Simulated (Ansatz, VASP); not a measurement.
One calculation of Zr2N, two programs

File INCAR:

```
SYSTEM = Zr2N
PREC = Accurate
ENCUT = 520
EDIFF = 1E-6
ISMEAR = 0
SIGMA = 0.1
LREAL = .False.
LASPH = .True.
NELM = 80
ALGO = Normal
ISIF = 2
LWAVE = .False.
LCHARG = .False.
GGA = PS
NBANDS = 38
```

Contents of KPOINTS:

```
Automatic mesh
0
Gamma
  1 1 2
  0 0 0
```

Contents of POSCAR:

```
Zr2N
1.0
    5.4130027300      0.0000000000      0.0000000000
    0.0000000000      5.4130027300      0.0000000000
    0.0000000000      0.0000000000      3.3077891900
Zr N
4 2
Direct
    0.2961254600      0.2961254600      0.0000000000
    0.7038745400      0.7038745400      0.0000000000
    0.7961254600      0.2038745400      0.5000000000
    0.2038745400      0.7961254600      0.5000000000
    0.0000000000      0.0000000000      0.0000000000
    0.5000000000      0.5000000000      0.5000000000
```

Input for Ansatz:

```yaml
crystal:
  lattice:
    - [5.41300273, 0.0, 0.0]
    - [0.0, 5.41300273, 0.0]
    - [0.0, 0.0, 3.30778919]
  atoms:
    - { symbol: Zr, position: [0.29612546, 0.29612546, 0.0] }
    - { symbol: Zr, position: [0.70387454, 0.70387454, 0.0] }
    - { symbol: Zr, position: [0.79612546, 0.20387454, 0.5] }
    - { symbol: Zr, position: [0.20387454, 0.79612546, 0.5] }
    - { symbol: "N", position: [0.0, 0.0, 0.0] }
    - { symbol: "N", position: [0.5, 0.5, 0.5] }
basis:
  ecutwfc: 420
kpoints:
  mp_grid: { grid: [1, 1, 2] }
hamiltonian:
  xc: pbesol
scf:
  occupations: { method: gaussian, width: 0.1 }
output:
  forces: true
  stress: true
  eigenvalues: true
```

Alike in both runs: task single point; functional PBEsol; k mesh 1 × 1 × 2; occupations gaussian, width 0.1 eV; no spin polarisation.

```csv
,VASP,Ansatz
version,VASP 6.6.1,Ansatz 0.2.0
potentials or method,"VASP PAW PBE potentials, release 64 (Zr_sv, N), cutoff 520 eV","scalar-relativistic, plane waves, PAW"
valence electrons in the cell,58,58
```

```csv
,VASP,Ansatz,Ansatz less VASP
gap on the k mesh at the Fermi level (eV),none,none,-
pressure (GPa),-1.7,-1.9,-0.24
"traceless stress, the component that is largest in VASP (GPa)",-8.60,-8.61,-0.012
rms of the force components (eV/Å),0.517,0.519,+0.0021
```

VASP's potentials were made for PBE, not for PBEsol. Atom by atom the forces differ by 0.002 eV/Å (rms over components). A gap of «none» marks a metal or a gap that the smearing closes. With one functional, cell and mesh, what is left measures potentials, basis and numerics.

The k mesh is coarse, so the values compare programs but aren't converged.
